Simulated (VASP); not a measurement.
Input of a VASP 6.6.1 run:

Contents of POSCAR:

```
BaTiO3
1.0
    3.9855000000      0.0000000000      0.0000000000
    0.0000000000      2.8369000000      2.8451500000
    0.0000000000     -2.8369000000      2.8451500000
Ba Ti O
1 1 3
Direct
    0.0000000000      0.0000000000      0.0000000000
    0.5000000000      0.5124000000      0.5124000000
    0.0000000000      0.4874000000      0.4874000000
    0.5000000000      0.5052400000      0.9918400000
    0.5000000000      0.9918400000      0.5052400000
```

The input INCAR.step1:

```
SYSTEM = BaTiO3
PREC = Accurate
ENCUT = 520
ISMEAR = -1
SIGMA = 0.1
LREAL = .False.
LASPH = .True.
NELM = 60
NBANDS = 28
GGA = PE
ALGO = Normal
EDIFF = 1E-4
LWAVE = .True.
LCHARG = .False.
```

Contents of INCAR.step2:

```
SYSTEM = BaTiO3
PREC = Accurate
ENCUT = 520
EDIFF = 1E-6
ISMEAR = -1
SIGMA = 0.1
LREAL = .False.
LASPH = .True.
NELM = 60
ALGO = Normal
ISIF = 2
LWAVE = .False.
LCHARG = .False.
METAGGA = R2SCAN
LMIXTAU = .True.
NBANDS = 28
ISTART = 1
```

KPOINTS

```
regular mesh
0
Gamma
  6 6 6
  0 0 0
```

Potentials or basis: VASP PAW PBE potentials, release 64 (Ba_sv, Ti_sv, O).

Launch:

```sh
$ cat potpaw_PBE.64/Ba_sv/POTCAR potpaw_PBE.64/Ti_sv/POTCAR potpaw_PBE.64/O/POTCAR > POTCAR
$ cp INCAR.step1 INCAR
$ mpirun -np 1 vasp_std > vasp.out
$ cp INCAR.step2 INCAR
$ mpirun -np 1 vasp_std > vasp.out
```

Task: What does it give for the band gap on the k mesh?

Result: 2.24 eV (least direct gap 2.46 eV).

Task: Estimate the pressure.

Result: 1.1 GPa.

Task: Estimate the largest force.

Result: 0.273 eV/Å.

Stress tensor (GPa, compression positive):
```
1.19 0.00 0.00
0.00 1.32 0.00
0.00 0.00 0.65
```

Caveat: the PAW data sets were made with another functional, which shifts forces and pressure a little; spin-orbit coupling is left out, which moves the levels of the heavy elements. r2SCAN opens gaps a little over a GGA but as a rule still falls short of measured ones.
